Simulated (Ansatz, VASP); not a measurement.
# Two plane-wave programs on ZnAu

The input INCAR:

```
SYSTEM = ZnAu
PREC = Accurate
ENCUT = 520
EDIFF = 1E-7
ISMEAR = 0
SIGMA = 0.05
LREAL = .False.
LASPH = .True.
NELM = 150
ALGO = Normal
ISIF = 2
LWAVE = .False.
LCHARG = .False.
LNONCOLLINEAR = .True.
MAGMOM = 0 0 0 0 0 0
LORBIT = 11
LSORBIT = .True.
GGA_COMPAT = .False.
LORBMOM = .True.
LMAXMIX = 4
GGA = PE
NBANDS = 35
```

KPOINTS

```
regular mesh
0
Gamma
  10 10 10
  0 0 0
```

POSCAR

```
ZnAu
1.0
    3.1901071976      0.0000000000      0.0000000000
    0.0000000000      3.1901071976      0.0000000000
    0.0000000000      0.0000000000      3.1901071976
Zn Au
1 1
Direct
    0.5000000000      0.5000000000      0.5000000000
    0.0000000000      0.0000000000      0.0000000000
```

Input for Ansatz:

```yaml
crystal:
  lattice:
    - [3.1901071976, 0.0, 0.0]
    - [0.0, 3.1901071976, 0.0]
    - [0.0, 0.0, 3.1901071976]
  atoms:
    - { symbol: Zn, position: [0.5, 0.5, 0.5] }
    - { symbol: Au, position: [0.0, 0.0, 0.0] }
basis:
  ecutwfc: 420
  ecutrho_ratio: 4
kpoints:
  mp_grid: { grid: [10, 10, 10] }
hamiltonian:
  xc: pbe
scf:
  occupations: { method: gaussian, width: 0.05 }
output:
  forces: true
  stress: true
  eigenvalues: true
  populations: true
magnetization:
  noncollinear: true
  spin_orbit: true
```

Alike in both runs: task single point; functional PBE; k mesh 10 × 10 × 10; occupations gaussian, width 0.05 eV; non-collinear spin, spin-orbit coupling.

```csv
,VASP,Ansatz
version,VASP 6.6.1,Ansatz 0.2.0
potentials or method,"VASP PAW PBE potentials, release 64 (Zn, Au), cutoff 520 eV","plane waves, PAW"
valence electrons in the cell,23,31
```

|  | VASP | Ansatz | Ansatz less VASP |
| --- | --- | --- | --- |
| pressure (GPa) | -0.9 | -1.2 | -0.25 |

VASP's potentials hold 23 valence electrons a cell and Ansatz's 31, so a difference there can come from the potentials and not from the codes.
